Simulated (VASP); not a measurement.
# PbO2 (P4_2/mnm) in VASP: notebook, part 2 of 2

VASP 6.6.1. The steps go on from the part before.

**3. Single point, r2SCAN (14.53 Å³/atom)**

This run uses another cell than the first one, of 14.53 Å³/atom.

Input file POSCAR:

```
PbO2
1.0
    5.0331942957      0.0000000000      0.0000000000
    0.0000000000      5.0331942957      0.0000000000
    0.0000000000      0.0000000000      3.4413633276
Pb O
2 4
Direct
    0.0000000000      0.0000000000      0.0000000000
    0.5000000000      0.5000000000      0.5000000000
    0.3072128140      0.3072128140      0.0000000000
    0.1927871860      0.8072128140      0.5000000000
    0.8072128140      0.1927871860      0.5000000000
    0.6927871860      0.6927871860      0.0000000000
```

Input file INCAR.step1:

```
PREC     = Accurate       # precision mode
ENCUT    = 520            # plane-wave cutoff, eV
ISMEAR   = -1             # smearing method
SIGMA    = 0.02           # smearing width, eV
LREAL    = False          # projectors in reciprocal space
LASPH    = True           # aspherical terms in the spheres
NELM     = 100            # most SCF steps
NBANDS   = 35             # bands
GGA      = PE             # functional
ALGO     = Normal         # electronic algorithm
EDIFF    = 1E-4           # SCF threshold, eV
LWAVE    = True           # write WAVECAR
LCHARG   = False          # write CHGCAR
```

Input file INCAR.step2:

```
PREC     = Accurate       # precision mode
ENCUT    = 520            # plane-wave cutoff, eV
EDIFF    = 1E-7           # SCF threshold, eV
ISMEAR   = -1             # smearing method
SIGMA    = 0.02           # smearing width, eV
LREAL    = False          # projectors in reciprocal space
LASPH    = True           # aspherical terms in the spheres
NELM     = 100            # most SCF steps
ALGO     = Normal         # electronic algorithm
ISIF     = 2              # what is computed and relaxed
LWAVE    = False          # write WAVECAR
LCHARG   = False          # write CHGCAR
METAGGA  = R2SCAN         # meta-GGA
LMIXTAU  = True         
NBANDS   = 35             # bands
ISTART   = 1
```

Input file KPOINTS:

```
regular mesh
0
Gamma
  4 4 6
```

Potentials or basis: VASP PAW PBE potentials, release 64 (Pb_d, O).

Command:

```bash
$ cat potpaw_PBE.64/Pb_d/POTCAR potpaw_PBE.64/O/POTCAR > POTCAR
$ cp INCAR.step1 INCAR
$ mpirun -np 1 vasp_std > vasp.out
$ cp INCAR.step2 INCAR
$ mpirun -np 1 vasp_std > vasp.out
```

OUTCAR:

```text
PREC = Accurate
   ENCUT = 520
   EDIFF = 1E-7
   ISMEAR = -1
   LREAL = False
   LASPH = True
   NELM = 100
   ISIF = 2
   METAGGA = R2SCAN
   ISTART = 1

 ion  position               nearest neighbor table
   1  0.000  0.000  0.000-   3 2.19   6 2.19   5 2.20   4 2.20   4 2.20   5 2.20   2 3.95   2 3.95
                             2 3.95   2 3.95   2 3.95   2 3.95   2 3.95   2 3.95
   2  0.500  0.500  0.500-   4 2.19   5 2.19   3 2.20   6 2.20   3 2.20   6 2.20   1 3.95   1 3.95
                             1 3.95   1 3.95   1 3.95   1 3.95   1 3.95   1 3.95
   3  0.307  0.307  0.000-   1 2.19   2 2.20   2 2.20
   4  0.193  0.807  0.500-   2 2.19   1 2.20   1 2.20
   5  0.807  0.193  0.500-   2 2.19   1 2.20   1 2.20
   6  0.693  0.693  0.000-   1 2.19   2 2.20   2 2.20

  LATTYP: Found a simple tetragonal cell.
 ALAT       =     5.0331942957
 C/A-ratio  =     0.6837334554

  Lattice vectors:

 A1 = (   5.0331942957,   0.0000000000,   0.0000000000)
 A2 = (   0.0000000000,   5.0331942957,   0.0000000000)
 A3 = (   0.0000000000,   0.0000000000,   3.4413633276)

[... 183 lines left out ...]
 E-fermi :   3.4896     XC(G=0): -11.1932

 val. band max:        3.3936954287   @ k =   0.0000   0.0000   0.1667
 cond. band min:       3.5630515937   @ k =   0.0000   0.0000   0.0000
 fundamental gap:      0.1693561650
 Fermi energy:         3.4895878076

 k-point     1 :       0.0000    0.0000    0.0000
  band No.  band energies     occupation
      1     -15.4697      2.00000
      2     -15.3538      2.00000
      3     -13.8917      2.00000
      4     -13.8917      2.00000
      5     -12.4271      2.00000
      6     -12.2142      2.00000
[... 901 lines left out ...]
     34      13.9506      0.00000
     35      17.4077      0.00000

------------------------ aborting loop because EDIFF is reached ----------------------------------------

  FORCE on cell =-STRESS in cart. coord.  units (eV):
  Direction    XX          YY          ZZ          XY          YZ          ZX
  --------------------------------------------------------------------------------------
  -------------------------------------------------------------------------------------
  Total       -1.6602210     -1.6602210     -2.1675131      0.0000000      0.0000000      0.0000000
  in kB      -30.5111493    -30.5111493    -39.8340443      0.0000000      0.0000000      0.0000000
  external PRESSURE =     -33.6187809 kB  Pullay stress =       0.0000000 kB

 VOLUME and BASIS-vectors are now :
 -----------------------------------------------------------------------------
  energy-cutoff  :      520.00
  volume of cell :       87.18
      direct lattice vectors                 reciprocal lattice vectors
     5.033194296  0.000000000  0.000000000     0.198680985  0.000000000  0.000000000
     0.000000000  5.033194296  0.000000000     0.000000000  0.198680985  0.000000000
     0.000000000  0.000000000  3.441363328     0.000000000  0.000000000  0.290582512

 POSITION                                       TOTAL-FORCE (eV/Angst)
 -----------------------------------------------------------------------------------
      0.00000      0.00000      0.00000         0.000000      0.000000     -0.000000
      2.51660      2.51660      1.72068         0.000000      0.000000     -0.000000
      1.54626      1.54626      0.00000         0.038788      0.038788      0.000000
      0.97034      4.06286      1.72068        -0.038788      0.038788     -0.000000
      4.06286      0.97034      1.72068         0.038788     -0.038788     -0.000000
      3.48693      3.48693      0.00000        -0.038788     -0.038788     -0.000000
 -----------------------------------------------------------------------------------
    total drift:                                0.000000      0.000000     -0.000000

  FREE ENERGIE OF THE ION-ELECTRON SYSTEM (eV)
  ---------------------------------------------------
  free  energy   TOTEN  =      -142.2499483923 eV

  energy  without entropy=     -142.2498320442  energy(sigma->0) =     -142.24989022
```

OUTCAR.step1:

```text
PREC = Accurate
   ENCUT = 520
   ISMEAR = -1
   LREAL = False
   LASPH = True
   NELM = 100
[... 1149 lines left out ...]
      0.97034      4.06286      1.72068        -0.023037      0.023037     -0.000000
      4.06286      0.97034      1.72068         0.023037     -0.023037      0.000000
      3.48693      3.48693      0.00000        -0.023037     -0.023037      0.000000
 -----------------------------------------------------------------------------------
    total drift:                                0.000000      0.000000     -0.000000

  FREE ENERGIE OF THE ION-ELECTRON SYSTEM (eV)
  ---------------------------------------------------
  free  energy   TOTEN  =       -31.8592027914 eV

  energy  without entropy=      -31.8590929425  energy(sigma->0) =      -31.85914787
```

Run time: 1.9 min. Hardware: 1 thread of Intel Xeon 6975P-C (Granite Rapids), shared host; peak memory 0.24 GiB.

Results:

```yaml
Free_energy: -142.2499 eV
Pressure: -3.4 GPa
Largest_force: 0.055 eV/Å
Band_gap_on_the_k_mesh: 0.17 eV (least direct gap 0.63 eV)
```

Forces in eV/Å, atoms in the order of the input:
```
Pb   0.000  0.000  0.000
Pb   0.000  0.000  0.000
O    0.039  0.039  0.000
O   -0.039  0.039  0.000
O    0.039 -0.039  0.000
O   -0.039 -0.039  0.000
```

Caveat: the cell stands under tension; the structure was generated, so it needn't be the stable form of PbO2; the PAW data sets were made with another functional, which shifts forces and pressure a little; spin-orbit coupling is left out, which moves the levels of the heavy elements. A k mesh can miss the band edges.

**4. Single point, r2SCAN (14.95 Å³/atom)**

This run uses another cell than the first one, of 14.95 Å³/atom.

Changes to POSCAR since step 3:

```diff
@@ -2,5 +2,5 @@
 1.0
-    5.0331942957      0.0000000000      0.0000000000
-    0.0000000000      5.0331942957      0.0000000000
-    0.0000000000      0.0000000000      3.4413633276
+    5.0815933637      0.0000000000      0.0000000000
+    0.0000000000      5.0815933637      0.0000000000
+    0.0000000000      0.0000000000      3.4744553896
 Pb O
```

Input file INCAR.step1:

```
SYSTEM = PbO2
PREC = Accurate
ENCUT = 520
ISMEAR = -1
SIGMA = 0.02
LREAL = .False.
LASPH = .True.
NELM = 100
NBANDS = 35
GGA = PE
ALGO = Normal
EDIFF = 1E-4
LWAVE = .True.
LCHARG = .False.
```

Input file INCAR.step2:

```
SYSTEM = PbO2
PREC = Accurate
ENCUT = 520
EDIFF = 1E-6
ISMEAR = -1
SIGMA = 0.02
LREAL = .False.
LASPH = .True.
NELM = 100
ALGO = Normal
ISIF = 2
LWAVE = .False.
LCHARG = .False.
METAGGA = R2SCAN
LMIXTAU = .True.
NBANDS = 35
ISTART = 1
```

Input file KPOINTS:

```
Automatic mesh
0
Gamma
  4 4 6
  0 0 0
```

Command:

```bash
$ cat potpaw_PBE.64/Pb_d/POTCAR potpaw_PBE.64/O/POTCAR > POTCAR
$ cp INCAR.step1 INCAR
$ mpirun -np 1 vasp_std > vasp.out
$ cp INCAR.step2 INCAR
$ mpirun -np 1 vasp_std > vasp.out
```

It took 2 min on 1 thread of Intel Xeon 6975P-C (Granite Rapids), shared host; peak memory 0.24 GiB.

It converged, with:

| Item | Value |
| --- | --- |
| Free energy | -142.1713 eV |
| Pressure | -6.9 GPa |
| Largest force | 0.117 eV/Å |
| Band gap on the k mesh | 0.16 eV (least direct gap 0.61 eV) |

Forces in eV/Å, atoms in the order of the input:
```
Pb   0.000  0.000  0.000
Pb   0.000  0.000  0.000
O    0.083  0.083  0.000
O   -0.083  0.083  0.000
O    0.083 -0.083  0.000
O   -0.083 -0.083  0.000
```

Stress tensor (GPa, compression positive):
```
-6.20  0.00  0.00
 0.00 -6.20  0.00
 0.00  0.00 -8.25
```

Levels at points of the mesh, in eV from the valence-band top:
```csv
k point,band 22,band 23,band 24,band 25,band 26,band 27,band 28,band 29,band 30,band 31
"(0.00, 0.00, 0.00)",-0.59,-0.51,-0.51,-0.45,-0.45,0.16,4.34,6.39,6.39,10.13
"(0.50, 0.00, 0.00)",-1.17,-0.53,-0.53,-0.26,-0.26,2.48,2.48,6.96,6.96,10.23
"(0.50, 0.50, 0.00)",-1.36,-0.56,-0.56,-0.38,-0.38,2.88,2.88,7.15,7.15,10.63
"(0.00, 0.00, 0.50)",-1.81,-0.95,-0.95,-0.66,-0.66,3.84,3.84,9.36,9.36,10.17
"(0.50, 0.00, 0.50)",-0.94,-0.63,-0.63,-0.12,-0.12,4.12,4.12,7.80,7.80,10.41
"(0.50, 0.50, 0.50)",-1.69,-0.53,-0.53,-0.41,-0.41,2.96,2.96,8.89,8.89,10.25
```

Caveat: the cell stands under tension; the structure was generated, so it needn't be the stable form of PbO2; the PAW data sets were made with another functional, which shifts forces and pressure a little; spin-orbit coupling is left out, which moves the levels of the heavy elements. A k mesh can miss the band edges.

**5. Summary**

```tsv
cell	gap on the mesh (eV)	pressure (GPa)	largest force (eV/Å)
a = 4.984, b = 4.984, c = 3.408 Å, 6 atoms	0.18	0.9	0.02
a = 5.033, b = 5.033, c = 3.441 Å, 6 atoms	0.17	-3.4	0.05
a = 5.082, b = 5.082, c = 3.474 Å, 6 atoms	0.16	-6.9	0.12
```

Alike in all rows: task single point; level r2SCAN; potentials or basis VASP PAW PBE potentials, release 64 (Pb_d, O); no spin polarisation; k mesh 4 × 4 × 6; cutoff (eV) 520; smearing fermi-dirac 0.02 eV.

Caveats: the structure was generated, so it needn't be the stable form of PbO2; the PAW data sets were made with another functional, which shifts forces and pressure a little; spin-orbit coupling is left out, which moves the levels of the heavy elements; the cell stands under tension (at least some runs).

Total energies depend on the potentials used, so only differences within one code and one set of settings carry meaning.
